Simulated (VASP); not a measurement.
Input of a VASP 6.6.1 run:

The input INCAR:

```
PREC = Accurate
ENCUT = 520
EDIFF = 1E-6
ISMEAR = -1
SIGMA = 0.1
LREAL = False
LASPH = True
NELM = 80
ALGO = Normal
ISIF = 2
LWAVE = False
LCHARG = False
GGA = PS
NBANDS = 32
```

KPOINTS

```
Automatic mesh
0
Gamma
  6 6 6
```

Contents of POSCAR:

```
Bi2Te3
1.0
    2.1685183360      1.2519965406      9.7666000804
   -2.1685183360      1.2519965406      9.7666000804
    0.0000000000     -2.5039930812      9.7666000804
Bi Te
2 3
Direct
    0.1880000000      0.1880000000      0.1880000000
    0.5980000000      0.5980000000      0.5980000000
    0.3890000000      0.3890000000      0.3890000000
    0.8000000000      0.8000000000      0.8000000000
    0.0000000000      0.0000000000      0.0000000000
```

Potentials or basis: VASP PAW PBE potentials, release 64 (Bi_d, Te).

Launch:

```console
$ cat potpaw_PBE.64/Bi_d/POTCAR potpaw_PBE.64/Te/POTCAR > POTCAR
$ mpirun -np 1 vasp_std > vasp.out
```

Question: What does it give for the band gap on the k mesh?

Answer: Zero (band 24 reaches 6.96 eV, above the bottom of band 25 at 6.84 eV).

Question: Estimate the largest force.

Answer: 1.383 eV/Å.

Question: What does it give for the pressure?

Answer: 2.3 GPa.

Forces in eV/Å, atoms in the order of the input:
```
Bi   0.000  0.000  1.106
Bi   0.000  0.000  0.425
Te   0.000  0.000  0.978
Te   0.000  0.000 -1.126
Te   0.000  0.000 -1.383
```

Caveat: the PAW data sets were made with another functional, which shifts forces and pressure a little; spin-orbit coupling is left out, which moves the levels of the heavy elements.
